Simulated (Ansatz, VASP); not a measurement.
Ca3H in VASP and in Ansatz

```
Ca H
1.0
     0.00000    4.12092    4.12092
     4.12092    0.00000    4.12092
     4.12092    4.12092    0.00000
Ca H
3 1
Direct
  0.50000 0.50000 0.50000
  0.25000 0.25000 0.25000
  0.75000 0.75000 0.75000
  0.00000 0.00000 0.00000
```

Change from the starting cell: species swapped into the PrMg3 type (Fm-3m, No. 225).

Alike in both runs: functional PBE; k mesh 4 × 4 × 4; occupations gaussian, width 0.1 eV; no spin polarisation.

Ansatz relaxed the structure, and its values are those at the end. VASP's run is a single point on that final structure, the one shown.

```csv
,VASP,Ansatz
version,VASP 6.6.1,Ansatz 0.2.0
potentials or method,"VASP PAW PBE potentials, release 64 (Ca_sv, H), cutoff 520 eV","scalar-relativistic, plane waves, PAW"
valence electrons in the cell,31,31
```

```tsv
	VASP	Ansatz	Ansatz less VASP
gap on the k mesh at the Fermi level (eV)	none	none	-
pressure (GPa)	0.2	0.2	0.00
```

A gap of «none» marks a metal or a gap that the smearing closes. With one functional, cell and mesh, what is left measures potentials, basis and numerics.
